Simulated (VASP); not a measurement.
# Mg16O17 (a cell with a defect) (O interstitial hop between voids) in VASP: a series of runs, part 3 of 3

VASP 6.6.1. Earlier steps stand in the parts before.

## Step 5: Single point, PBE

The input, INCAR:

```
SYSTEM = Mg16O17
PREC = Accurate
ENCUT = 520
EDIFF = 1E-6
ISMEAR = -1
SIGMA = 0.01
LREAL = Auto
LASPH = .TRUE.
NELM = 100
ALGO = Normal
ISIF = 2
LWAVE = .FALSE.
LCHARG = .FALSE.
GGA = PE
NBANDS = 89
NELECT = 136.0
```

The input, KPOINTS:

```
Automatic mesh
0
Gamma
  1 1 1
  0.25 0.25 0.25
```

The input, POSCAR:

```
Mg16O17
1.0
   -4.2543812300      4.2543812300      4.2543812300
    4.2543812300     -4.2543812300      4.2543812300
    4.2543812300      4.2543812300     -4.2543812300
Mg O
16 17
Direct
    0.0053634122      0.0052256718      0.0053584761
   -0.0083528010      0.2459867707      0.7509013244
   -0.0083711351      0.4983598990      0.4985147981
    0.0053514245      0.7528320399      0.2577666271
    0.2461112306     -0.0085155744      0.7508773491
    0.2458650138      0.2456713312      0.4981861957
    0.2461026512      0.4983409773      0.2440213850
    0.2440044613      0.7507620562      0.0033048284
    0.4984995198     -0.0085534178      0.4985102146
    0.4985036332      0.2459538634      0.2440098674
    0.4985058662      0.4984050289      0.0035868906
    0.4985093919      0.7510467039      0.7509590296
    0.7530090339      0.0052528203      0.2578095240
    0.7508894543      0.2438591992      0.0032672201
    0.7511507143      0.4983200577      0.7508704151
    0.7508852233      0.7507282087      0.4964002721
    0.0041246891      0.0040009343      0.5130709690
    0.0041011839      0.2605430590      0.2565008731
   -0.0071172512      0.4983526124      0.0074392722
   -0.0071059687      0.7549308175      0.7508833429
    0.2606748056      0.0039742560      0.2565172092
    0.2419508136      0.2418051990     -0.0112633301
    0.1825694403      0.4983990351      0.7509260048
    0.2419680899      0.7361929575      0.4943564966
    0.4985080991     -0.0072427689      0.0074626599
    0.4984979919      0.1823812813      0.7508734707
    0.4984982270      0.4983328680      0.4349263500
    0.4984975218      0.7549235309      0.2452767967
    0.7550455228     -0.0072615730      0.7508885141
    0.7363389247      0.2418302320      0.4943624904
    0.7550620940      0.4983743547      0.2452698627
    0.8144452301      0.8143215929      0.0668515548
    0.4984927033      0.4983441505      0.7508896893
```

Potentials or basis: VASP PAW PBE potentials, release 64 (Mg, O).

Launch:

```
cat potpaw_PBE.64/Mg/POTCAR potpaw_PBE.64/O/POTCAR > POTCAR
mpirun -np 1 vasp_std > vasp.out
```

OUTCAR:

```text
SYSTEM = Mg16O17
   PREC = Accurate
   ENCUT = 520
   EDIFF = 1E-6
   ISMEAR = -1
   LREAL = Auto
   LASPH = .TRUE.
   NELM = 100
   ISIF = 2
   GGA = PE
   NELECT = 136.0

 ion  position               nearest neighbor table
   1  0.005  0.005  0.005-  32 1.92  22 2.09  20 2.10  29 2.10  21 2.16  18 2.16   6 2.97   8 2.97
                            14 2.97   7 2.97  10 2.97   2 2.98   5 2.98   4 3.04  13 3.04  12 3.05
   2  0.992  0.246  0.751-  23 1.92  29 2.09  17 2.10  22 2.10  19 2.16  30 2.16  15 2.97  13 2.97
                             7 2.97  14 2.97   9 2.97   1 2.98  16 2.98   3 3.04   8 3.04  11 3.05
   3  0.992  0.498  0.499-  23 1.92  31 2.09  18 2.10  24 2.10  30 2.16  20 2.16  15 2.97  13 2.97
                            16 2.97   5 2.97  10 2.97   4 2.98  14 2.98   2 3.04   8 3.04  12 3.05
   4  0.005  0.753  0.258-  32 1.92  24 2.09  31 2.10  19 2.10  17 2.16  21 2.16   6 2.97  16 2.97
                             5 2.97   8 2.97   9 2.97   3 2.98   7 2.98  13 3.04   1 3.04  11 3.05
   5  0.246  0.991  0.751-  26 1.92  20 2.09  17 2.10  22 2.10  24 2.16  25 2.16  12 2.97   4 2.97
                             3 2.97  10 2.97   8 2.97  16 2.98   1 2.98   9 3.04  14 3.04   6 3.05
   6  0.246  0.246  0.498-  33 1.86  21 2.12  17 2.12  18 2.12  27 2.45  26 2.45  23 2.45   1 2.97
                             4 2.97  13 2.97  15 3.04  12 3.04  11 3.04  10 3.05   7 3.05   9 3.05
   7  0.246  0.498  0.244-  27 1.92  19 2.09  18 2.10  24 2.10  22 2.16  28 2.16  11 2.97   9 2.97
                             1 2.97   2 2.97   8 2.97  14 2.98   4 2.98  16 3.04  10 3.04   6 3.05
   8  0.244  0.751  0.003-  23 1.92  21 2.09  28 2.10  25 2.10  19 2.16  20 2.16  15 2.97   1 2.97
                             4 2.97   7 2.97   5 2.97  10 2.98   9 2.98   2 3.04   3 3.04  12 3.05
   9  0.498  0.991  0.499-  26 1.92  28 2.09  21 2.10  30 2.10  24 2.16  29 2.16  12 2.97  16 2.97
[... 16 lines left out ...]
  18  0.004  0.261  0.257-  14 2.09   7 2.10   3 2.10   6 2.12  13 2.16   1 2.16
  19  0.993  0.498  0.007-   7 2.09  14 2.10   4 2.10  15 2.12   8 2.16   2 2.16
  20  0.993  0.755  0.751-   5 2.09  16 2.10   1 2.10  15 2.12   3 2.16   8 2.16
  21  0.261  0.004  0.257-   8 2.09  10 2.10   9 2.10   6 2.12   4 2.16   1 2.16
  22  0.242  0.242  0.989-   1 2.09   2 2.10   5 2.10  11 2.12   7 2.16  10 2.16
[... 8 lines left out ...]
  31  0.755  0.498  0.245-   3 2.09   4 2.10  14 2.10  11 2.12  16 2.16  10 2.16
  32  0.814  0.814  0.067-  13 1.92   4 1.92   1 1.92  12 2.45  11 2.45  15 2.45
  33  0.498  0.498  0.751-   6 1.86  15 1.86  11 1.86  12 1.86

  LATTYP: Found a body centered cubic cell.
 ALAT       =     8.5087624600

  Lattice vectors:

 A1 = (  -4.2543812300,   4.2543812300,   4.2543812300)
 A2 = (   4.2543812300,  -4.2543812300,   4.2543812300)
 A3 = (   4.2543812300,   4.2543812300,  -4.2543812300)

Analysis of symmetry for initial positions (statically):
=====================================================================
 Subroutine PRICEL returns:
 Original cell was already a primitive cell.

 Routine SETGRP: Setting up the symmetry group for a
 body centered cubic supercell.

 Subroutine GETGRP returns: Found  1 space group operations
 (whereof  1 operations were pure point group operations)
 out of a pool of 48 trial point group operations.

The static configuration has the point symmetry C_1 .

Analysis of symmetry for dynamics (positions and initial velocities):
=====================================================================
 Subroutine PRICEL returns:
 Original cell was already a primitive cell.

 Routine SETGRP: Setting up the symmetry group for a
 body centered cubic supercell.

 Subroutine GETGRP returns: Found  1 space group operations
 (whereof  1 operations were pure point group operations)
 out of a pool of 48 trial point group operations.

The dynamic configuration has the point symmetry C_1 .

 Subroutine INISYM returns: Found  1 space group operations
 (whereof  1 operations are pure point group operations),
 and found     1 'primitive' translations
[... 122 lines left out ...]
   NGXF,Y,Z  is equivalent  to a cutoff of  25.27, 25.27, 25.27 a.u.
 SYSTEM =  Mg16O17
   PREC   = accura    normal or accurate (medium, high low for compatibility)
   ISTART =      0    job   : 0-new  1-cont  2-samecut
   ICHARG =      2    charge: 1-file 2-atom 10-const
   ISPIN  =      1    spin polarized calculation?
   LNONCOLLINEAR =      F non collinear calculations
   LSORBIT =      F    spin-orbit coupling
   LASPH  =      T    aspherical Exc in radial PAW
   ENCUT  =  520.0 eV  38.22 Ry    6.18 a.u.  13.70 13.70 13.70*2*pi/ulx,y,z
   NELM   =    100;   NELMIN=  2; NELMDL= -5     # of ELM steps
   EDIFF  = 0.1E-05   stopping-criterion for ELM
   LREAL  =      T    real-space projection
   EDIFFG = 0.1E-04   stopping-criterion for IOM
   NSW    =      0    number of steps for IOM
   IBRION =     -1    ionic relax: 0-MD 1-quasi-New 2-CG
   NFREE  =      0    steps in history (QN), initial steepest desc. (CG)
   ISIF   =      2    stress and relaxation
   ISYM   =      2    0-nonsym 1-usesym 2-fastsym
   POTIM  = 0.5000    time-step for ionic-motion
   TEBEG  =    0.0;   TEEND  =   0.0 temperature during run
   PSTRESS=    0.0 pullay stress
   NELECT =     136.0000    total number of electrons
   NUPDOWN=      -1.0000    fix difference up-down
   EMIN   =  10.00;   EMAX   =-10.00  energy-range for DOS
   EFERMI =   0.00;   METHOD = LEGACY
   ISMEAR =    -1;   SIGMA  =   0.01  broadening in eV -4-tet -1-fermi 0-gaus
   EFERMI_NEDOS =   21; number of points for ismear=-14 and -15
   IALGO  =     38    algorithm
   IMIX   =      4    mixing-type and parameters
     AMIX     =   0.40;   BMIX     =  1.00
     AMIX_MAG =   1.60;   BMIX_MAG =  1.00
  volume/ion in A,a.u.               =       9.33        62.99
  Fermi-wavevector in a.u.,A,eV,Ry     =   1.246612  2.355756 21.144027  1.554042
  Thomas-Fermi vector in A             =   2.380782
   LORBIT       =      0    0 simple, 1 ext, 2 COOP (PROOUT), +10 PAW based schemes
   GGA     = PE    functional components
   LHFCALC =     F    Hartree Fock is set to
   AEXX    =    0.0000 exact exchange contribution
   IVDW    =     0    specifies the selected vdW correction
   LEPSILON=     F    determine dielectric tensor
   LRPA    =     F    only Hartree local field effects (RPA)
 non-spin polarized calculation
  energy-cutoff  :      520.00
  volume of cell :      308.01
 maximum number of plane-waves:      8280
 NGX is ok and might be reduce to    54
   NGX = 27   NGY = 27   NGZ = 27

 number of electron     135.9999999 magnetization

 Free energy of the ion-electron system (eV)
  ---------------------------------------------------
  ext. energy  EPLUGINS =         0.00000000
  ---------------------------------------------------
  free energy    TOTEN  =      -180.73785967 eV

  energy without entropy =     -180.73785967  energy(sigma->0) =     -180.73785967

 E-fermi :   5.1792     XC(G=0): -11.1370

 val. band max:        4.9017013974   @ k =   0.2500   0.2500   0.2500
 cond. band min:       9.9174847023   @ k =   0.2500   0.2500   0.2500
 fundamental gap:      5.0157833050
 Fermi energy:         5.1792409645

 k-point     1 :       0.2500    0.2500    0.2500
  band No.  band energies     occupation
      1     -13.7524      2.00000
      2     -13.7522      2.00000
      3     -13.7521      2.00000
      4     -13.4309      2.00000
      5     -12.9979      2.00000
      6     -12.9979      2.00000
[... 72 lines left out ...]
     79      12.6506      0.00000
     80      12.6507      0.00000
 [bands above 80 left out]

------------------------ aborting loop because EDIFF is reached ----------------------------------------

  FORCE on cell =-STRESS in cart. coord.  units (eV):
  Direction    XX          YY          ZZ          XY          YZ          ZX
  --------------------------------------------------------------------------------------
  -------------------------------------------------------------------------------------
  Total       37.2505652     37.2233104     37.2256003      0.0027500      0.0015703     -0.0007221
  in kB      193.7645154    193.6227452    193.6346565      0.0143045      0.0081681     -0.0037562
  external PRESSURE =     193.6739724 kB  Pullay stress =       0.0000000 kB

 VOLUME and BASIS-vectors are now :
 -----------------------------------------------------------------------------
  energy-cutoff  :      520.00
  volume of cell :      308.01
      direct lattice vectors                 reciprocal lattice vectors
    -4.254381230  4.254381230  4.254381230     0.000000000  0.117525904  0.117525904
     4.254381230 -4.254381230  4.254381230     0.117525904  0.000000000  0.117525904
     4.254381230  4.254381230 -4.254381230     0.117525904  0.117525904  0.000000000

 POSITION                                       TOTAL-FORCE (eV/Angst)
 -----------------------------------------------------------------------------------
      0.02221      0.02338      0.02225        -0.002722     -0.003080     -0.005460
      0.02230      6.36694      2.07075        -0.001760      0.002465      0.004006
      0.02232      4.21943      4.21811        -0.001975      0.004830      0.003703
      4.27671     -2.08343      2.12896        -0.003935     -0.004754     -0.000376
      6.36562      0.02342      2.07069         0.003312     -0.001535      0.003707
      2.11865      2.12030     -0.02829         0.009029      0.007598      0.008995
[... 25 lines left out ...]
      0.28389      0.28494      6.64498         0.008306      0.008843      0.008325
      3.19394      3.19520      1.04635         0.000552      0.000595      0.001411
 -----------------------------------------------------------------------------------
    total drift:                                0.004369      0.005206     -0.012012

  FREE ENERGIE OF THE ION-ELECTRON SYSTEM (eV)
  ---------------------------------------------------
  free  energy   TOTEN  =      -180.7378596663 eV

  energy  without entropy=     -180.7378596663  energy(sigma->0) =     -180.73785967
```

Run time: 84 s. Hardware: 1 thread of AMD EPYC 9R14 (Zen 4), shared host; peak memory 0.37 GiB.

Results:

```
Free energy   : -180.7379 eV
Largest force : 0.016 eV/Å
```

Forces in eV/Å, atoms in the order of the input:
```
Mg  -0.003 -0.003 -0.005
Mg  -0.002  0.002  0.004
Mg  -0.002  0.005  0.004
Mg  -0.004 -0.005  0.000
Mg   0.003 -0.002  0.004
Mg   0.009  0.008  0.009
Mg   0.004  0.007 -0.001
Mg  -0.006  0.002  0.003
Mg   0.005 -0.003  0.003
Mg   0.006  0.002 -0.001
Mg  -0.010 -0.009  0.008
Mg  -0.009  0.007 -0.007
Mg  -0.005 -0.004 -0.001
Mg   0.003 -0.005  0.002
Mg   0.009 -0.008 -0.006
Mg   0.004  0.003 -0.005
O   -0.002 -0.001 -0.014
O   -0.007 -0.012 -0.006
O    0.000  0.015  0.002
O   -0.004  0.003  0.012
O   -0.014 -0.007 -0.006
O    0.004  0.004 -0.013
O    0.007 -0.006 -0.009
O    0.001 -0.016  0.001
O    0.015  0.000  0.002
O   -0.004  0.006 -0.008
O   -0.009 -0.009  0.010
O    0.012  0.006 -0.005
O    0.001 -0.003  0.015
O   -0.016  0.001  0.001
O    0.005  0.012 -0.005
O    0.008  0.009  0.008
O    0.001  0.001  0.001
```

Levels at points of the mesh, in eV from the Fermi level:
| k point | band 66 | band 67 | band 68 | band 69 | band 70 | band 71 |
| --- | --- | --- | --- | --- | --- | --- |
| (0.25, 0.25, 0.25) | -0.28 | -0.28 | -0.28 | 4.74 | 4.74 | 4.74 |

Caveat: the k points lie up to 1.04 Å⁻¹ apart; the cell carries a net charge on a neutralising background, which shifts energy and pressure; the cell is charged against a uniform background, so pressure and absolute levels hang on convention.
